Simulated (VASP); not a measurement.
Write the native input for VASP 6.6.1 that does the following.

- Task: relaxation of cell and atoms
- Functional: RPBE
- Potentials or basis: VASP PAW PBE potentials, release 64 (N, B)
- Cutoff: 600 eV
- k mesh: 12 × 12 × 6
- Occupations: fermi-dirac, width 0.05 eV
- Spin: no spin polarisation
- Dipole correction: no
- Further INCAR settings: ALGO = Normal; EDIFF = 1e-06; IBRION = 2; EDIFFG = -0.01; NSW = 60; ISIF = 3

The structure of BN lies in POSCAR:

```
BN
1.0
    2.5539396017      0.0000000000      0.0000000000
   -1.2769698009      2.2117765748      0.0000000000
    0.0000000000      0.0000000000      4.2268550000
N B
2 2
Direct
    0.3333333333      0.6666666667      0.1252760000
    0.6666666667      0.3333333333      0.6252760000
    0.3333333333      0.6666666667      0.4997240000
    0.6666666667      0.3333333333      0.9997240000
```

One way to write it, as run:

INCAR

```
PREC     = Accurate       # precision mode
ENCUT    = 600            # plane-wave cutoff, eV
EDIFF    = 1E-6           # SCF threshold, eV
ISMEAR   = -1             # smearing method
SIGMA    = 0.05           # smearing width, eV
LREAL    = F              # projectors in reciprocal space
LASPH    = T              # aspherical terms in the spheres
NELM     = 80             # most SCF steps
ALGO     = Normal         # electronic algorithm
ISIF     = 3              # what is computed and relaxed
LWAVE    = F              # write WAVECAR
LCHARG   = F              # write CHGCAR
GGA      = RP             # functional
IBRION   = 2              # ionic algorithm
NSW      = 60             # ionic steps
EDIFFG   = -0.01          # ionic threshold
```

KPOINTS

```
Automatic mesh
0
Gamma
  12 12 6
```

Potentials or basis: VASP PAW PBE potentials, release 64 (N, B).

Launch:

```sh
$ cat potpaw_PBE.64/N/POTCAR potpaw_PBE.64/B/POTCAR > POTCAR
$ mpirun -np 1 vasp_std > vasp.out
```

Results of the run:

```
Relaxed volume                         : 6.06 Å³/atom
Relaxed cell                           : a = 2.568 Å, b = 2.568 Å, c = 4.246 Å, α = 90.00°, β = 90.00°, γ = 120.00°
Space group after relaxing (to 0.05 Å) : P6_3mc (No. 186)
Energy gained by relaxing              : 1.7 meV/atom
Ionic steps                            : 6
Pressure after relaxing                : 0.0 GPa
Band gap on the k mesh                 : 5.31 eV, indirect (least direct gap 8.22 eV)
```

Caveat: the PAW data sets were made with another functional, which shifts forces and pressure a little.

Run time: 60 s on 1 thread of Intel(R) Xeon(R) Platinum 8488C (Sapphire Rapids), with other jobs on the host, peak memory 0.15 GiB.
